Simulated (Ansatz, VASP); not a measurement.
## One calculation of Te, two programs

```
Te
1.0
     3.44206    0.00000    0.00000
    -1.72103    2.98092    0.00000
     0.00000    0.00000   11.24178
Te
4
Direct
  0.00000 0.00000 0.00000
  0.00000 0.00000 0.50000
  0.33333 0.66667 0.25000
  0.66667 0.33333 0.75000
```

Alike in both runs: task relaxation of cell and atoms; functional revPBE; k mesh 11 × 11 × 3; occupations fermi-dirac, width 0.1 eV; no spin polarisation.

```csv
,VASP,Ansatz
version,VASP 6.6.1,Ansatz 0.2.0
potentials or method,"VASP PAW PBE potentials, release 64 (Te), cutoff 600 eV","plane waves (420 eV) with PAW, scalar-relativistic"
valence electrons in the cell,24,64
```

Ansatz gave:

* relaxed volume (Å³/atom): 33.19
* relaxed length of the cell vector where the two differ most in proportion (Å): 4.295

**Question.** Which values does VASP return?

**Answer.** Relaxed volume (Å³/atom): 33.12; relaxed length of the cell vector where the two differ most in proportion (Å): 4.288.

VASP's potentials were made for PBE, not for revPBE. VASP's potentials hold 24 valence electrons a cell and Ansatz's 64, so a difference there can come from the potentials and not from the codes.

Neither program's run includes spin-orbit coupling.
